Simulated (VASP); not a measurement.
Set up this calculation in VASP 6.6.1, as the native input.

- Task: single point
- Functional: LDA
- Potentials or basis: VASP PAW LDA potentials, release 64 (V_sv, Ru_pv)
- Cutoff: 520 eV
- k mesh: 14 × 14 × 14
- Occupations: fermi-dirac, width 0.05 eV
- Spin: collinear spin, ferromagnetic start
- Starting moments: [1.5, 0.0] μB
- Dipole correction: no
- Further INCAR settings: ALGO = Normal; EDIFF = 1e-06; NBANDS = 24

The structure of VRu lies in POSCAR:

```
VRu
1.0
    2.9483658910      0.0000000000      0.0000000000
    0.0000000000      2.9483658910      0.0000000000
    0.0000000000      0.0000000000      2.9483658910
V Ru
1 1
Direct
    0.5000000000      0.5000000000      0.5000000000
    0.0000000000      0.0000000000      0.0000000000
```

These files were run (other wordings do the same):

INCAR

```
PREC = Accurate
ENCUT = 520
EDIFF = 1E-6
ISMEAR = -1
SIGMA = 0.05
LREAL = F
LASPH = T
NELM = 150
ALGO = Normal
ISIF = 2
LWAVE = F
LCHARG = T
ISPIN = 2
MAGMOM = 1.5 0
LORBIT = 11
LMAXMIX = 4
LELF = T
LVHAR = T
NBANDS = 24
```

KPOINTS

```
regular mesh
0
Gamma
  14 14 14
```

Potentials or basis: VASP PAW LDA potentials, release 64 (V_sv, Ru_pv).

Command:

```console
$ cat potpaw_LDA.64/V_sv/POTCAR potpaw_LDA.64/Ru_pv/POTCAR > POTCAR
$ mpirun -np 1 vasp_std > vasp.out
```

It gave:

- Pressure: 0.8 GPa
- Net moment: 0.00 μB per cell
- Valence electrons inside the program's atomic spheres: V 11.71; Ru 12.81

It took 43 s on 1 thread of Intel(R) Xeon(R) 6975P-C (Granite Rapids), on a shared host, peak memory 0.23 GiB.
